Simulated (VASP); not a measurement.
# TlAgS2 (P-4m2) in VASP: notebook

The runs below take TlAgS2 through single point, with PBE.

Everything below comes from runs of VASP 6.6.1. Logs are shortened: lines on timing, memory, paths and dates and some standing lists are left out, and cuts for length are marked.

## Step 1: The cell of the first run

The structure is tetragonal, space group P-4m2 (No. 115). Conventional cell: a = 4.210 Å, b = 4.210 Å, c = 5.988 Å, α = 90.00°, β = 90.00°, γ = 90.00°. Within 3.4 Å of Tl (site symmetry -4m2) lie 4 S at 2.61 Å. Ag (site symmetry -4m2) has 4 S at 2.55 Å within 3.4 Å. S (site symmetry 2mm) has 2 Ag at 2.55 Å and 2 Tl at 2.61 Å within 3.4 Å.

## Step 2: Single point, PBE, collinear spin

INCAR reads:

```
SYSTEM = TlAgS2
PREC = Accurate
ENCUT = 520
EDIFF = 1E-6
ISMEAR = 0
SIGMA = 0.1
LREAL = .FALSE.
LASPH = .TRUE.
NELM = 150
ALGO = Normal
ISIF = 2
LWAVE = .FALSE.
LCHARG = .FALSE.
ISPIN = 2
MAGMOM = 0 1 0 0
LORBIT = 11
LMAXMIX = 4
GGA = PE
NBANDS = 30
```

KPOINTS reads:

```
Automatic mesh
0
G
  4 4 4
  0 0 0
```

POSCAR reads:

```
TlAgS2
1.0
    4.2095897233      0.0000000000      0.0000000000
    0.0000000000      4.2095897233      0.0000000000
    0.0000000000      0.0000000000      5.9884591313
Tl Ag S
1 1 2
Direct
    0.5000000000      0.5000000000      0.5000000000
    0.0000000000      0.0000000000      0.0000000000
    0.5000000000      0.0000000000      0.2409972653
    0.0000000000      0.5000000000      0.7590027347
```

Potentials or basis: VASP PAW PBE potentials, release 64 (Tl_d, Ag, S).

Started as:

```console
$ cat potpaw_PBE.64/Tl_d/POTCAR potpaw_PBE.64/Ag/POTCAR potpaw_PBE.64/S/POTCAR > POTCAR
$ mpirun -np 1 vasp_std > vasp.out
```

OUTCAR:

```text
SYSTEM = TlAgS2
   PREC = Accurate
   ENCUT = 520
   EDIFF = 1E-6
   ISMEAR = 0
   LREAL = .FALSE.
   LASPH = .TRUE.
   NELM = 150
   ISIF = 2
   ISPIN = 2
   LORBIT = 11
   GGA = PE

 ion  position               nearest neighbor table
   1  0.500  0.500  0.500-   3 2.61   4 2.61   3 2.61   4 2.61
   2  0.000  0.000  0.000-   3 2.55   4 2.55   4 2.55   3 2.55
   3  0.500  0.000  0.241-   2 2.55   2 2.55   1 2.61   1 2.61
   4  0.000  0.500  0.759-   2 2.55   2 2.55   1 2.61   1 2.61

  LATTYP: Found a simple tetragonal cell.
 ALAT       =     4.2095897233
 C/A-ratio  =     1.4225754824

  Lattice vectors:

 A1 = (   4.2095897233,   0.0000000000,   0.0000000000)
 A2 = (   0.0000000000,   4.2095897233,   0.0000000000)
 A3 = (   0.0000000000,   0.0000000000,   5.9884591313)

Analysis of symmetry for initial positions (statically):
=====================================================================
 Subroutine PRICEL returns:
 Original cell was already a primitive cell.

 Routine SETGRP: Setting up the symmetry group for a
 simple tetragonal supercell.

 Subroutine GETGRP returns: Found  8 space group operations
 (whereof  8 operations were pure point group operations)
 out of a pool of 16 trial point group operations.

The static configuration has the point symmetry D_2d.

Analysis of symmetry for dynamics (positions and initial velocities):
=====================================================================
 Subroutine PRICEL returns:
 Original cell was already a primitive cell.

 Routine SETGRP: Setting up the symmetry group for a
 simple tetragonal supercell.

 Subroutine GETGRP returns: Found  8 space group operations
 (whereof  8 operations were pure point group operations)
 out of a pool of 16 trial point group operations.

The dynamic configuration has the point symmetry D_2d.

Analysis of structural, dynamic, and magnetic symmetry:
=====================================================================
 Subroutine PRICEL returns:
 Original cell was already a primitive cell.

 Routine SETGRP: Setting up the symmetry group for a
 simple tetragonal supercell.

 Subroutine GETGRP returns: Found  8 space group operations
 (whereof  8 operations were pure point group operations)
 out of a pool of 16 trial point group operations.

The overall configuration has the point symmetry D_2d.

 Subroutine INISYM returns: Found  8 space group operations
 (whereof  8 operations are pure point group operations),
 and found     1 'primitive' translations

----------------------------------------------------------------------------------------

                                     Primitive cell

  volume of cell :     106.1194

  direct lattice vectors                    reciprocal lattice vectors
     4.209589723  0.000000000  0.000000000     0.237552841  0.000000000  0.000000000
     0.000000000  4.209589723  0.000000000     0.000000000  0.237552841  0.000000000
     0.000000000  0.000000000  5.988459131     0.000000000  0.000000000  0.166987864

  length of vectors
     4.209589723  4.209589723  5.988459131     0.237552841  0.237552841  0.166987864

  position of ions in fractional coordinates (direct lattice)
     0.500000000  0.500000000  0.500000000
     0.000000000  0.000000000  0.000000000
     0.500000000  0.000000000  0.240997265
     0.000000000  0.500000000  0.759002735

  ion indices of the primitive-cell ions
   primitive index   ion index
                 1           1
                 2           2
                 3           3
                 4           4

----------------------------------------------------------------------------------------

 KPOINTS: Automatic mesh

Automatic generation of k-mesh.
 Grid dimensions read from file:
 generate k-points for:    4    4    4

 Generating k-lattice:

  Cartesian coordinates                     Fractional coordinates (reciprocal lattice)
     0.059388210  0.000000000  0.000000000     0.250000000  0.000000000  0.000000000
     0.000000000  0.059388210  0.000000000     0.000000000  0.250000000  0.000000000
     0.000000000  0.000000000  0.041746966     0.000000000  0.000000000  0.250000000

  Length of vectors
     0.059388210  0.059388210  0.041746966

  Shift w.r.t. Gamma in fractional coordinates (k-lattice)
     0.000000000  0.000000000  0.000000000

 Subroutine IBZKPT returns following result:
 ===========================================

 Found     18 irreducible k-points:

 Following reciprocal coordinates:
            Coordinates               Weight
  0.000000  0.000000  0.000000      1.000000
  0.250000  0.000000  0.000000      4.000000
  0.500000  0.000000  0.000000      2.000000
  0.250000  0.250000  0.000000      4.000000
  0.500000  0.250000  0.000000      4.000000
  0.500000  0.500000  0.000000      1.000000
[... 10 lines left out ...]
  0.500000  0.250000  0.500000      4.000000
  0.500000  0.500000  0.500000      1.000000
   k-points           NKPTS =     18   k-points in BZ     NKDIM =     18   number of bands    NBANDS=     30
   number of dos      NEDOS =    301   number of ions     NIONS =      4
   total plane-waves  NPLWV =  49152
   dimension x,y,z NGX =    32 NGY =   32 NGZ =   48
   dimension x,y,z NGXF=    64 NGYF=   64 NGZF=   96
   ions per type =               1   1   2
   NGX,Y,Z   is equivalent  to a cutoff of  12.64, 12.64, 13.33 a.u.
   NGXF,Y,Z  is equivalent  to a cutoff of  25.28, 25.28, 26.65 a.u.
 SYSTEM =  TlAgS2
   PREC   = accura    normal or accurate (medium, high low for compatibility)
   ISTART =      0    job   : 0-new  1-cont  2-samecut
   ICHARG =      2    charge: 1-file 2-atom 10-const
   ISPIN  =      2    spin polarized calculation?
   LNONCOLLINEAR =      F non collinear calculations
   LSORBIT =      F    spin-orbit coupling
   LASPH  =      T    aspherical Exc in radial PAW
   ENCUT  =  520.0 eV  38.22 Ry    6.18 a.u.   7.83  7.83 11.13*2*pi/ulx,y,z
   NELM   =    150;   NELMIN=  2; NELMDL= -5     # of ELM steps
   EDIFF  = 0.1E-05   stopping-criterion for ELM
   LREAL  =      F    real-space projection
   EDIFFG = 0.1E-04   stopping-criterion for IOM
   NSW    =      0    number of steps for IOM
   IBRION =     -1    ionic relax: 0-MD 1-quasi-New 2-CG
   NFREE  =      0    steps in history (QN), initial steepest desc. (CG)
   ISIF   =      2    stress and relaxation
   ISYM   =      2    0-nonsym 1-usesym 2-fastsym
   POTIM  = 0.5000    time-step for ionic-motion
   TEBEG  =    0.0;   TEEND  =   0.0 temperature during run
   PSTRESS=    0.0 pullay stress
   NELECT =      36.0000    total number of electrons
   NUPDOWN=      -1.0000    fix difference up-down
   EMIN   =  10.00;   EMAX   =-10.00  energy-range for DOS
   EFERMI =   0.00;   METHOD = LEGACY
   ISMEAR =     0;   SIGMA  =   0.10  broadening in eV -4-tet -1-fermi 0-gaus
   EFERMI_NEDOS =   21; number of points for ismear=-14 and -15
   IALGO  =     38    algorithm
   IMIX   =      4    mixing-type and parameters
     AMIX     =   0.40;   BMIX     =  1.00
     AMIX_MAG =   1.60;   BMIX_MAG =  1.00
  volume/ion in A,a.u.               =      26.53       179.03
  Fermi-wavevector in a.u.,A,eV,Ry     =   1.141767  2.157627 17.736986  1.303632
  Thomas-Fermi vector in A             =   2.278466
   LORBIT       =     11    0 simple, 1 ext, 2 COOP (PROOUT), +10 PAW based schemes
   GGA     = PE    functional components
   LHFCALC =     F    Hartree Fock is set to
   AEXX    =    0.0000 exact exchange contribution
   IVDW    =     0    specifies the selected vdW correction
   LEPSILON=     F    determine dielectric tensor
   LRPA    =     F    only Hartree local field effects (RPA)
 spin polarized calculation
 Gauss-broadening in eV      SIGMA  =   0.10
  energy-cutoff  :      520.00
  volume of cell :      106.12
 maximum number of plane-waves:      2876
 NGX is ok and might be reduce to    32
   NGX = 15   NGY = 15   NGZ = 23

 number of electron      36.0000011 magnetization      -0.0000350

 number of electron      36.0000011 magnetization       0.0000170

 Free energy of the ion-electron system (eV)
  ---------------------------------------------------
  ext. energy  EPLUGINS =         0.00000000
  ---------------------------------------------------
  free energy    TOTEN  =       -13.71982669 eV

  energy without entropy =      -13.71698758  energy(sigma->0) =      -13.71840714

 E-fermi :   3.5636     XC(G=0):  -8.9827

 val. band max:        3.4200726849   @ k =   0.2500   0.0000   0.0000
 cond. band min:       3.5646757680   @ k =   0.0000   0.0000   0.0000
 fundamental gap:      0.1446030831
 Fermi energy:         3.5636236777

 spin component 1

 k-point     1 :       0.0000    0.0000    0.0000
  band No.  band energies     occupation
      1      -9.5063      1.00000
      2      -9.2089      1.00000
      3      -7.7590      1.00000
      4      -7.7590      1.00000
      5      -7.6445      1.00000
      6      -7.5257      1.00000
[... 583 lines left out ...]
     29      15.4537      0.00000
     30      15.4564      0.00000
 Fermi energy:         3.5636236777

 spin component 2

 k-point     1 :       0.0000    0.0000    0.0000
  band No.  band energies     occupation
      1      -9.5063      1.00000
      2      -9.2089      1.00000
      3      -7.7590      1.00000
      4      -7.7590      1.00000
      5      -7.6445      1.00000
      6      -7.5257      1.00000
[... 583 lines left out ...]
     29      15.4537      0.00000
     30      15.4584      0.00000

------------------------ aborting loop because EDIFF is reached ----------------------------------------

  FORCE on cell =-STRESS in cart. coord.  units (eV):
  Direction    XX          YY          ZZ          XY          YZ          ZX
  --------------------------------------------------------------------------------------
  -------------------------------------------------------------------------------------
  Total       -0.0594837     -0.0594837     -0.1028768      0.0000000      0.0000000     -0.0000000
  in kB       -0.8980782     -0.8980782     -1.5532219      0.0000000      0.0000000     -0.0000000
  external PRESSURE =      -1.1164594 kB  Pullay stress =       0.0000000 kB

 VOLUME and BASIS-vectors are now :
 -----------------------------------------------------------------------------
  energy-cutoff  :      520.00
  volume of cell :      106.12
      direct lattice vectors                 reciprocal lattice vectors
     4.209589723  0.000000000  0.000000000     0.237552841  0.000000000  0.000000000
     0.000000000  4.209589723  0.000000000     0.000000000  0.237552841  0.000000000
     0.000000000  0.000000000  5.988459131     0.000000000  0.000000000  0.166987864

 POSITION                                       TOTAL-FORCE (eV/Angst)
 -----------------------------------------------------------------------------------
      2.10479      2.10479      2.99423        -0.000000     -0.000000      0.000000
      0.00000      0.00000      0.00000        -0.000000      0.000000      0.000000
      2.10479      0.00000      1.44320        -0.000000     -0.000000      0.005669
      0.00000      2.10479      4.54526         0.000000     -0.000000     -0.005669
 -----------------------------------------------------------------------------------
    total drift:                                0.000000      0.000000     -0.000000

  FREE ENERGIE OF THE ION-ELECTRON SYSTEM (eV)
  ---------------------------------------------------
  free  energy   TOTEN  =       -13.7198266937 eV

  energy  without entropy=      -13.7169875779  energy(sigma->0) =      -13.71840714

 total charge

# of ion       s       p       d       tot
------------------------------------------
    1        0.970   0.499   9.713  11.183
    2        0.325   0.272   9.232   9.829
    3        1.348   2.304   0.000   3.651
    4        1.348   2.304   0.000   3.651
--------------------------------------------------
tot          3.990   5.379  18.945  28.314

 magnetization (x)

# of ion       s       p       d       tot
------------------------------------------
    1        0.000   0.000  -0.000   0.000
    2       -0.000  -0.000  -0.000  -0.000
    3        0.000   0.000   0.000   0.000
    4        0.000   0.000   0.000   0.000
--------------------------------------------------
tot          0.000   0.000  -0.000   0.000
```

Wall time 53 s (1 thread of AMD EPYC 9R45 (Zen 5), shared host); peak memory 0.27 GiB.

What came out:

| Quantity | Value |
| --- | --- |
| Free energy | -13.7198 eV |
| Pressure | -0.1 GPa |
| Largest force | 0.006 eV/Å |
| Band gap on the k mesh | zero (filled and empty bands touch) |
| Net moment | 0.00 μB per cell |
| Valence electrons inside the program's atomic spheres | Tl 11.18; Ag 9.83; S 3.65 |

Forces on the atoms (eV/Å):
```
Tl   0.000  0.000  0.000
Ag   0.000  0.000  0.000
S    0.000  0.000  0.006
S    0.000  0.000 -0.006
```

Caveat: the k points lie up to 0.37 Å⁻¹ apart; spin-orbit coupling is left out, which moves the levels of the heavy elements.

[end of part 1 of 2]
